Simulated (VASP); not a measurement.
LiCl:

```
Li Cl
1.0
    -0.07482    2.55789    2.55789
     2.55789   -0.07482    2.55789
     2.55789    2.55789   -0.07482
Li Cl
1 1
Direct
  0.00000 0.00000 0.00000
  0.50000 0.50000 0.50000
```

This cell differs from its parent crystal: epitaxial 111 strain +3.0%.

Base run:

- Program: VASP 6.6.1
- Functional: PBE
- Potentials or basis: VASP PAW PBE potentials, release 64 (Li_sv, Cl)
- Cutoff: 520 eV
- k mesh: 8 × 8 × 8
- Occupations: fermi-dirac, width 0.02 eV
- Spin: no spin polarisation

Its results: band gap on the k mesh 5.97 eV, direct.

Question: The run is repeated on the same cell with these changes: functional from PBE to r2SCAN; occupations from fermi-dirac, width 0.02 eV to gaussian, width 0.01 eV. What comes out?

Answer: Band gap on the k mesh 6.90 eV, direct.

A k mesh can miss the band edges.
